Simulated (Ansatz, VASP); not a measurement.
# KTaO3: VASP beside Ansatz

Contents of INCAR:

```
PREC = Accurate
ENCUT = 520
EDIFF = 1E-6
ISMEAR = 0
SIGMA = 0.05
LREAL = False
LASPH = True
NELM = 100
ALGO = Normal
ISIF = 2
LWAVE = False
LCHARG = False
GGA = PS
NBANDS = 27
```

KPOINTS

```
Automatic mesh
0
Gamma
  8 8 8
```

Contents of POSCAR:

```
KTaO3
1.0
    4.1096687121      0.0000000000      0.0000000000
    0.0000000000      4.1096687121      0.0000000000
    0.0000000000      0.0000000000      3.9477477649
K Ta O
1 1 3
Direct
    0.5000000000      0.5000000000      0.5000000000
    0.0000000000      0.0000000000      0.0000000000
    0.5000000000      0.0000000000      0.0000000000
    0.0000000000      0.5000000000      0.0000000000
    0.0000000000      0.0000000000      0.5000000000
```

Input for Ansatz:

```yaml
crystal:
  lattice:
    - [4.1096687121, 0.0, 0.0]
    - [0.0, 4.1096687121, 0.0]
    - [0.0, 0.0, 3.9477477649]
  atoms:
    - { symbol: K, position: [0.5, 0.5, 0.5] }
    - { symbol: Ta, position: [0.0, 0.0, 0.0] }
    - { symbol: O, position: [0.5, 0.0, 0.0] }
    - { symbol: O, position: [0.0, 0.5, 0.0] }
    - { symbol: O, position: [0.0, 0.0, 0.5] }
basis:
  ecutwfc: 520.0
kpoints:
  mp_grid: { grid: [8, 8, 8] }
hamiltonian:
  xc: pbesol
  pseudopotentials: { kind: paw }
scf:
  occupations: { method: gaussian, width: 0.05 }
output:
  forces: true
  stress: true
  eigenvalues: true
  write_density: true
  write_potential: true
  elf: true
  volumetric_format: npy
```

Alike in both runs: task single point; functional PBEsol; k mesh 8 × 8 × 8; occupations gaussian, width 0.05 eV; no spin polarisation.

|  | VASP | Ansatz |
| --- | --- | --- |
| version | VASP 6.6.1 | Ansatz 0.2.0 |
| potentials or method | VASP PAW PBE potentials, release 64 (K_sv, Ta_pv, O), cutoff 520 eV | scalar-relativistic, plane waves, PAW |
| valence electrons in the cell | 38 | 40 |

```csv
,VASP,Ansatz,Ansatz less VASP
gap on the k mesh at the Fermi level (eV),1.91,1.95,+0.041
least direct gap on the mesh (eV),2.54,2.58,+0.037
pressure (GPa),-8.3,-8.8,-0.57
"traceless stress, the component that is largest in VASP (GPa)",8.80,8.64,-0.159
```

VASP's potentials were made for PBE, not for PBEsol. VASP's potentials hold 38 valence electrons a cell and Ansatz's 40, so a difference there can come from the potentials and not from the codes.

Neither program's run includes spin-orbit coupling.
